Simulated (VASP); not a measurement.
Wanted: the native input for a VASP 6.6.1 run.

```yaml
Task: relaxation of cell and atoms
Functional: PBE
Potentials_or_basis: VASP PAW PBE potentials, release 64 (Li_sv, Al, H)
Cutoff: 600 eV
k_mesh: 4 × 4 × 4
Occupations: gaussian, width 0.1 eV
Spin: no spin polarisation
Dipole_correction: no
Further_INCAR_settings: ALGO = Normal; EDIFF = 1e-06; IBRION = 2; EDIFFG = -0.04; NSW = 90; ISIF = 3
```

The structure of LiAlH3 lies in POSCAR:

```
LiAlH3
1.0
    5.6802652100      0.0000000000      0.0000000000
    0.0000000000      5.6802652100      0.0000000000
    0.0000000000      0.0000000000      4.0165540500
Li Al H
2 2 6
Direct
    0.0000000000      0.5000000000      0.5000000000
    0.5000000000      0.0000000000      0.5000000000
    0.5000000000      0.5000000000      0.0000000000
    0.0000000000      0.0000000000      0.0000000000
    0.7911785600      0.2911785600      0.0000000000
    0.7088214400      0.7911785600      0.0000000000
    0.5000000000      0.5000000000      0.5000000000
    0.2088214400      0.7088214400      0.0000000000
    0.2911785600      0.2088214400      0.0000000000
    0.0000000000      0.0000000000      0.5000000000
```

One way to write it, as run:

INCAR

```
SYSTEM = LiAlH3
PREC     = Accurate       ! precision mode
ENCUT    = 600            ! plane-wave cutoff, eV
EDIFF    = 1E-6           ! SCF threshold, eV
ISMEAR   = 0              ! smearing method
SIGMA    = 0.1            ! smearing width, eV
LREAL    = .FALSE.        ! projectors in reciprocal space
LASPH    = .TRUE.         ! aspherical terms in the spheres
NELM     = 60             ! most SCF steps
ALGO     = Normal         ! electronic algorithm
ISIF     = 3              ! what is computed and relaxed
LWAVE    = .FALSE.        ! write WAVECAR
LCHARG   = .FALSE.        ! write CHGCAR
GGA      = PE             ! functional
IBRION   = 2              ! ionic algorithm
NSW      = 90             ! ionic steps
EDIFFG   = -0.04          ! ionic threshold
```

KPOINTS

```
regular mesh
0
G
  4 4 4
  0 0 0
```

Potentials or basis: VASP PAW PBE potentials, release 64 (Li_sv, Al, H).

Launch:

```bash
$ cat potpaw_PBE.64/Li_sv/POTCAR potpaw_PBE.64/Al/POTCAR potpaw_PBE.64/H/POTCAR > POTCAR
$ mpirun -np 1 vasp_std > vasp.out
```

Results of the run:

The relaxed volume is 9.77 Å³/atom. The relaxed cell is a = 5.144 Å, b = 5.144 Å, c = 3.691 Å, α = 90.00°, β = 90.00°, γ = 90.00°. The space group after relaxing (to 0.1 Å) is P4/mbm (No. 127), the energy gained by relaxing is 83.7 meV/atom and the ionic steps are 10. The pressure after relaxing is -0.1 GPa. The largest force after relaxing is 0.034 eV/Å and the band gap on the k mesh is zero (bands 9 and 10 overlap by 3.34 eV).

Caveat: the k points lie up to 0.43 Å⁻¹ apart in the final cell, too coarse for converged energies and pressures of a metal; the cutoff is under 1.25 times the usual one of these potentials, so pressure, stress and relaxed cells hold a basis-set (Pulay) error; the volume moved by over 15 % at a fixed basis, so the end points are rough.

Wall time 7.1 min on 1 thread of Oxide Virtual Turin-like Processor, with other jobs on the host, peak memory 0.24 GiB.
